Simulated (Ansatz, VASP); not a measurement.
# Two plane-wave programs on Pt

POSCAR

```
Pt
1.0
    0.0000000000      1.9705765473      1.9705765473
    1.9705765473      0.0000000000      1.9705765473
    1.9705765473      1.9705765473      0.0000000000
Pt
1
Direct
    0.0000000000      0.0000000000      0.0000000000
```

Contents of INCAR.step1:

```
SYSTEM = Pt
PREC = Accurate ; ENCUT = 520
ISMEAR = -1 ; SIGMA = 0.01
LREAL = .False. ; LASPH = .True.
NELM = 100 ; NBANDS = 11
GGA = PE ; ALGO = Normal
EDIFF = 1E-4 ; LWAVE = .True.
LCHARG = .False.
```

INCAR.step2

```
SYSTEM = Pt
PREC = Accurate ; ENCUT = 520
EDIFF = 1E-7 ; ISMEAR = -1
SIGMA = 0.01 ; LREAL = .False.
LASPH = .True. ; NELM = 100
ALGO = Normal ; ISIF = 2
LWAVE = .False. ; LCHARG = .True.
METAGGA = R2SCAN ; LMIXTAU = .True.
LELF = .True. ; LVHAR = .True.
NBANDS = 11 ; ISTART = 1
```

Contents of KPOINTS:

```
Automatic mesh
0
Gamma
  14 14 14
  0 0 0
```

Input for Ansatz:

```yaml
crystal:
  lattice:
    - [0.0, 1.9705765473, 1.9705765473]
    - [1.9705765473, 0.0, 1.9705765473]
    - [1.9705765473, 1.9705765473, 0.0]
  atoms:
    - { symbol: Pt, position: [0.0, 0.0, 0.0] }
hamiltonian:
  xc: r2scan
  pseudopotentials:
    kind: paw
    azcp:
      Pt: "pseudopotentials/Pt.paw.azcp"
basis:
  ecutwfc: 500
  fft_grid_basis: typed
kpoints:
  mp_grid: { grid: [14, 14, 14], shift: [0, 0, 0] }
magnetization:
  spin_polarized: false
scf:
  occupations: { method: fermi_dirac, width: 0.01 }
  lower_state_search: "off"
output:
  stress: true
```

Alike in both runs: task single point; functional r2SCAN; k mesh 14 × 14 × 14; occupations fermi-dirac, width 0.01 eV; no spin polarisation.

|  | VASP | Ansatz |
| --- | --- | --- |
| version | VASP 6.6.1 | Ansatz 0.2.0 |
| potentials or method | VASP PAW PBE potentials, release 64 (Pt), cutoff 520 eV | plane waves (500 eV) with PAW, scalar-relativistic |
| valence electrons in the cell | 10 | 18 |

```tsv
	VASP	Ansatz	Ansatz less VASP
pressure (GPa)	0.2	-0.5	-0.69
```

VASP's potentials were made for PBE, not for r2SCAN. With one functional, cell and mesh, what is left measures potentials, basis and numerics. VASP's potentials hold 10 valence electrons a cell and Ansatz's 18, so a difference there can come from the potentials and not from the codes.

Neither program's run includes spin-orbit coupling.
